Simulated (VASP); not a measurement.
Write the native input for VASP 6.6.1 that does the following.

```
Task                   : single point
Functional             : RPBE
Potentials or basis    : VASP PAW PBE potentials, release 64 (Ni)
Cutoff                 : 520 eV
k mesh                 : 14 × 14 × 8
Occupations            : fermi-dirac, width 0.1 eV
Spin                   : no spin polarisation
Dipole correction      : no
Further INCAR settings : ALGO = Normal; EDIFF = 1e-06; NBANDS = 17
```

The structure of Ni lies in POSCAR:

```
Ni
1.0
    2.5066113297      0.0000000000      0.0000000000
   -1.2533056649      2.1707890889      0.0000000000
    0.0000000000      0.0000000000      4.1203743074
Ni
2
Direct
    0.3333333333      0.6666666667      0.2500000000
    0.6666666667      0.3333333333      0.7500000000
```

These files were run (other wordings do the same):

INCAR

```
PREC = Accurate
ENCUT = 520
EDIFF = 1E-6
ISMEAR = -1
SIGMA = 0.1
LREAL = False
LASPH = True
NELM = 100
ALGO = Normal
ISIF = 2
LWAVE = False
LCHARG = False
GGA = RP
NBANDS = 17
```

KPOINTS

```
regular mesh
0
Gamma
  14 14 8
```

Potentials or basis: VASP PAW PBE potentials, release 64 (Ni).

Run with:

```bash
$ cat potpaw_PBE.64/Ni/POTCAR > POTCAR
$ mpirun -np 1 vasp_std > vasp.out
```

It gave:

```
Pressure               : 0.3 GPa
Band gap on the k mesh : zero (band 10 reaches 9.03 eV, above the bottom of band 11 at 8.52 eV)
```

Caveat: the PAW data sets were made with another functional, which shifts forces and pressure a little; the run has no spin polarisation, though such a crystal can be magnetic.

Run time: 18 s on 1 thread of AMD EPYC 9R45 96-Core Processor (Zen 5), with other jobs on the host, peak memory 0.13 GiB.
